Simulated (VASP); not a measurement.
# ZrS (Fm-3m) in VASP: a series of runs, part 2 of 2

VASP 6.6.1.

### Step 3. Relaxation of cell and atoms, PBEsol, target pressure 30 GPa, at which the enthalpy is minimised

This run uses another cell than the first one, of 14.83 Å³/atom.

Contents of INCAR:

```
PREC     = Accurate       # precision mode
ENCUT    = 600            # plane-wave cutoff, eV
EDIFF    = 1E-6           # SCF threshold, eV
ISMEAR   = 0              # smearing method
SIGMA    = 0.1            # smearing width, eV
LREAL    = False          # projectors in reciprocal space
LASPH    = True           # aspherical terms in the spheres
NELM     = 100            # most SCF steps
ALGO     = Normal         # electronic algorithm
ISIF     = 3              # what is computed and relaxed
LWAVE    = False          # write WAVECAR
LCHARG   = False          # write CHGCAR
GGA      = PS             # functional
IBRION   = 2              # ionic algorithm
NSW      = 70             # ionic steps
EDIFFG   = -0.008         # ionic threshold
PSTRESS  = 300.0
```

Contents of KPOINTS:

```
Automatic mesh
0
Gamma
  14 14 14
```

Contents of POSCAR:

```
ZrS
1.0
    0.0000000000      2.4568583642      2.4568583642
    2.4568583642      0.0000000000      2.4568583642
    2.4568583642      2.4568583642      0.0000000000
Zr S
1 1
Direct
    0.0000000000      0.0000000000      0.0000000000
    0.5000000000      0.5000000000      0.5000000000
```

Potentials or basis: VASP PAW PBE potentials, release 64 (Zr_sv, S).

Launch:

```bash
$ cat potpaw_PBE.64/Zr_sv/POTCAR potpaw_PBE.64/S/POTCAR > POTCAR
$ mpirun -np 1 vasp_std > vasp.out
```

OUTCAR:

```text
PREC = Accurate
   ENCUT = 600
   EDIFF = 1E-6
   ISMEAR = 0
   LREAL = False
   LASPH = True
   NELM = 100
   ISIF = 3
   GGA = PS
   IBRION = 2
   NSW = 70
   EDIFFG = -0.008
   PSTRESS = 300.0

 ion  position               nearest neighbor table
   1  0.000  0.000  0.000-   2 2.46   2 2.46   2 2.46   2 2.46   2 2.46   2 2.46
   2  0.500  0.500  0.500-   1 2.46   1 2.46   1 2.46   1 2.46   1 2.46   1 2.46

  LATTYP: Found a face centered cubic cell.
 ALAT       =     4.9137167284

  Lattice vectors:

 A1 = (   0.0000000000,   2.4568583642,   2.4568583642)
 A2 = (   2.4568583642,   0.0000000000,   2.4568583642)
 A3 = (   2.4568583642,   2.4568583642,   0.0000000000)

Analysis of symmetry for initial positions (statically):
=====================================================================
 Subroutine PRICEL returns:
[... 269 lines left out ...]
      3     -14.2832      2.00000
      4     -14.2832      2.00000
      5      -3.5345      2.00000
      6       9.6727      2.00000
      7       9.6727      2.00000
      8       9.6727      2.00000
      9      11.3169      2.00000
     10      11.3169      2.00000
     11      11.3169      2.00000
     12      12.2224      2.00000
     13      12.2224      2.00000
[... 354 lines left out ...]
  band No.  band energies     occupation
      1     -36.2442      2.00000
      2     -14.6670      2.00000
      3     -14.3654      2.00000
      4     -14.3530      2.00000
      5      -2.4418      2.00000
      6       5.9883      2.00000
      7       7.7401      2.00000
      8       8.0538      2.00000
      9      10.9988      2.00000
     10      13.3866      0.00076
     11      14.0144      0.00000
     12      14.8777      0.00000
     13      16.4128      0.00000

 [... further k-points ...]

------------------------ aborting loop because EDIFF is reached ----------------------------------------

  FORCE on cell =-STRESS in cart. coord.  units (eV):
  Direction    XX          YY          ZZ          XY          YZ          ZX
  --------------------------------------------------------------------------------------
  -------------------------------------------------------------------------------------
  Total        5.5801048      5.5801048      5.5801048     -0.0000000     -0.0000000      0.0000000
  in kB      299.9597146    299.9597146    299.9597146     -0.0000000     -0.0000000      0.0000000
  external PRESSURE =      -0.0402854 kB  Pullay stress =     300.0000000 kB
[... 21 lines left out ...]
  energy  without entropy=      -16.1178186762  energy(sigma->0) =      -16.12076337

  enthalpy is  TOTEN    =       -10.5428538102 eV   P V=        5.5808542501

 reached required accuracy - stopping structural energy minimisation
```

OSZICAR:

```text
N       E                     dE             d eps       ncg     rms          rms(c)
DAV:   1     0.147140670943E+03    0.14714E+03   -0.10902E+04  2704   0.155E+03
DAV:   2    -0.934635389407E+01   -0.15649E+03   -0.15131E+03  3192   0.359E+02
DAV:   3    -0.166189950974E+02   -0.72726E+01   -0.71350E+01  3993   0.692E+01
[... 23 lines left out ...]
DAV:   3    -0.161230906748E+02    0.29702E-02   -0.18804E-02  4079   0.114E+00    0.254E-01
DAV:   4    -0.161234204597E+02   -0.32978E-03   -0.54658E-04  3259   0.231E-01    0.117E-01
DAV:   5    -0.161236429261E+02   -0.22247E-03   -0.33339E-04  3814   0.118E-01    0.652E-02
DAV:   6    -0.161237070641E+02   -0.64138E-04   -0.92624E-05  4496   0.636E-02    0.105E-02
DAV:   7    -0.161237082304E+02   -0.11663E-05   -0.28730E-06  3009   0.139E-02    0.557E-03
DAV:   8    -0.161237080604E+02    0.17004E-06   -0.39613E-07  1652   0.766E-03
   3 F= -.10542854E+02 E0= -.10539909E+02  d E =-.591400E-03
```

Run time: 43 s. Hardware: 1 thread of Intel Xeon 6975P-C (Granite Rapids), shared host; peak memory 0.2 GiB.

What came out:

- Free energy: -16.1237 eV
- Relaxed volume: 14.90 Å³/atom
- Relaxed cell: a = 3.480 Å, b = 3.480 Å, c = 3.480 Å, α = 60.00°, β = 60.00°, γ = 60.00°
- Space group after relaxing (to 0.1 Å): Fm-3m (No. 225)
- Energy change on relaxing (the run minimises the enthalpy): -13.9 meV/atom
- Ionic steps: 3
- Pressure after relaxing: 30.0 GPa

Step by step:
```csv
step,energy change (eV),largest force (eV/Å),pressure (GPa),volume (Å³)
1,0.0000,0.0000,31.33,29.66
2,-0.0958,0.0000,26.62,30.19
3,-0.0278,0.0000,30.00,29.81
```

Final structure:
```yaml
crystal:
  lattice:
    - [0.00000, 2.46086, 2.46086]
    - [2.46086, 0.00000, 2.46086]
    - [2.46086, 2.46086, 0.00000]
  atoms:
    - { symbol: Zr, position: [0.00000, 0.00000, 0.00000] }
    - { symbol: S, position: [0.50000, 0.50000, 0.50000] }
```

Levels at points of the mesh, in eV from the Fermi level:
| k point | band 7 | band 8 | band 9 | band 10 | band 11 | band 12 |
| --- | --- | --- | --- | --- | --- | --- |
| (0.00, 0.00, 0.00) | -3.48 | -3.48 | -1.83 | -1.83 | -1.83 | -0.93 |
| (0.50, 0.00, 0.00) | -6.75 | -6.75 | 1.99 | 1.99 | 2.07 | 2.55 |
| (0.50, 0.50, 0.00) | -4.45 | -4.45 | -4.45 | 0.62 | 3.19 | 3.19 |

Caveat: the cell is relaxed towards a set pressure, so the run minimises the enthalpy, not the energy; the highest band is partly filled, so the run has too few bands; the PAW data sets were made with another functional, which shifts forces and pressure a little. Zero-point motion and thermal expansion aren't in these numbers.

### Step 4. Relaxation of cell and atoms, PBEsol, target pressure 15 GPa, at which the enthalpy is minimised

This run uses another cell than the first one, of 15.81 Å³/atom.

Contents of INCAR:

```
SYSTEM = ZrS
PREC = Accurate
ENCUT = 600
EDIFF = 1E-6
ISMEAR = 0
SIGMA = 0.1
LREAL = .FALSE.
LASPH = .TRUE.
NELM = 80
ALGO = Normal
ISIF = 3
LWAVE = .FALSE.
LCHARG = .FALSE.
GGA = PS
IBRION = 2
NSW = 70
EDIFFG = -0.008
PSTRESS = 150.0
```

Contents of KPOINTS:

```
regular mesh
0
G
  14 14 14
  0 0 0
```

Contents of POSCAR:

```
ZrS
1.0
    0.0000000000      2.5098783444      2.5098783444
    2.5098783444      0.0000000000      2.5098783444
    2.5098783444      2.5098783444      0.0000000000
Zr S
1 1
Direct
    0.0000000000      0.0000000000      0.0000000000
    0.5000000000      0.5000000000      0.5000000000
```

Launch:

```bash
$ cat potpaw_PBE.64/Zr_sv/POTCAR potpaw_PBE.64/S/POTCAR > POTCAR
$ mpirun -np 1 vasp_std > vasp.out
```

Wall time 41 s (1 thread of Intel Xeon 6975P-C (Granite Rapids), shared host); peak memory 0.2 GiB.

Results (log left out):

```
Free energy                                                : -16.3908 eV
Relaxed volume                                             : 15.87 Å³/atom
Relaxed cell                                               : a = 3.554 Å, b = 3.554 Å, c = 3.554 Å, α = 60.00°, β = 60.00°, γ = 60.00°
Space group after relaxing (to 0.1 Å)                      : Fm-3m (No. 225)
Energy change on relaxing (the run minimises the enthalpy) : -5.4 meV/atom
Ionic steps                                                : 3
Pressure after relaxing                                    : 15.0 GPa
```

The path:
| step | energy change (eV) | largest force (eV/Å) | pressure (GPa) | volume (Å³) |
| --- | --- | --- | --- | --- |
| 1 | 0.0000 | 0.0000 | 15.77 | 31.62 |
| 2 | -0.0318 | 0.0000 | 13.46 | 31.97 |
| 3 | -0.0108 | 0.0000 | 15.00 | 31.73 |

Final structure:
```
Zr S
1.0
     0.00000    2.51286    2.51286
     2.51286    0.00000    2.51286
     2.51286    2.51286    0.00000
Zr S
1 1
Direct
  0.00000 0.00000 0.00000
  0.50000 0.50000 0.50000
```

Levels at points of the mesh, in eV from the Fermi level:
| k point | band 6 | band 7 | band 8 | band 9 | band 10 | band 11 | band 12 | band 13 |
| --- | --- | --- | --- | --- | --- | --- | --- | --- |
| (0.00, 0.00, 0.00) | -3.51 | -3.51 | -3.51 | -1.67 | -1.67 | -1.67 | -0.85 | -0.85 |
| (0.50, 0.00, 0.00) | -8.69 | -6.49 | -6.49 | 1.80 | 1.80 | 2.00 | 2.27 | 6.14 |
| (0.50, 0.50, 0.00) | -6.41 | -4.49 | -4.49 | -4.11 | 0.58 | 2.90 | 2.90 | 3.44 |

Caveat: the cell is relaxed towards a set pressure, so the run minimises the enthalpy, not the energy; the highest band is partly filled, so the run has too few bands; the PAW data sets were made with another functional, which shifts forces and pressure a little.

### Step 5. The runs side by side

| task | cell | k mesh | cutoff (eV) | pressure (GPa) |
| --- | --- | --- | --- | --- |
| single point | a = 3.372 Å, angles 60.0°, 2 atoms | 16 × 16 × 16 | 520 | 60.3 |
| relaxation of cell and atoms | relaxed to 30 GPa from a = 3.475 Å, angles 60.0°, 2 atoms | 14 × 14 × 14 | 600 | 30.0 |
| relaxation of cell and atoms | relaxed to 15 GPa from a = 3.550 Å, angles 60.0°, 2 atoms | 14 × 14 × 14 | 600 | 15.0 |

Alike in all rows: level PBEsol; potentials or basis VASP PAW PBE potentials, release 64 (Zr_sv, S); no spin polarisation; smearing gaussian 0.1 eV.

Caveats: the PAW data sets were made with another functional, which shifts forces and pressure a little; the cell is relaxed towards a set pressure, so the run minimises the enthalpy, not the energy (at least some runs); the highest band is partly filled, so the run has too few bands (at least some runs); the cell stands under pressure (at least some runs).

Absolute energies hang on the potentials; compare differences alone.
